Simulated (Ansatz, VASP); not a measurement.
# Two plane-wave programs on AlAs

```
CELL_PARAMETERS angstrom
0.00000 2.83040 2.90116
2.83040 0.00000 2.90116
2.83040 2.83040 0.00000
ATOMIC_POSITIONS crystal
Al 0.00000 0.00000 0.00000
As 0.75000 0.75000 0.75000
```

Change from the starting cell: strain +0.000 along x and y, +0.025 along z, atoms carried along.

Alike in both runs: task single point; functional PBEsol; k mesh 8 × 8 × 8; occupations gaussian, width 0.05 eV; no spin polarisation.

|  | VASP | Ansatz |
| --- | --- | --- |
| version | VASP 6.6.1 | Ansatz 0.2.0 |
| potentials or method | VASP PAW PBE potentials, release 64 (Al, As), cutoff 500 eV | scalar-relativistic, plane waves, PAW |
| valence electrons in the cell | 8 | 18 |

Ansatz gave:

* gap on the k mesh at the Fermi level (eV): 1.29
* least direct gap on the mesh (eV): 1.73
* pressure (GPa): -1.2
* traceless stress, the component that is largest in VASP (GPa): -0.94

Question: Which values does VASP return?

Answer: gap on the k mesh at the Fermi level (eV): 1.28; least direct gap on the mesh (eV): 1.74; pressure (GPa): -1.0; traceless stress, the component that is largest in VASP (GPa): -0.93.

VASP's potentials were made for PBE, not for PBEsol. The functional is the same, so the differences come from potentials, cutoffs and numerics. VASP's potentials hold 8 valence electrons a cell and Ansatz's 18, so a difference there can come from the potentials and not from the codes.
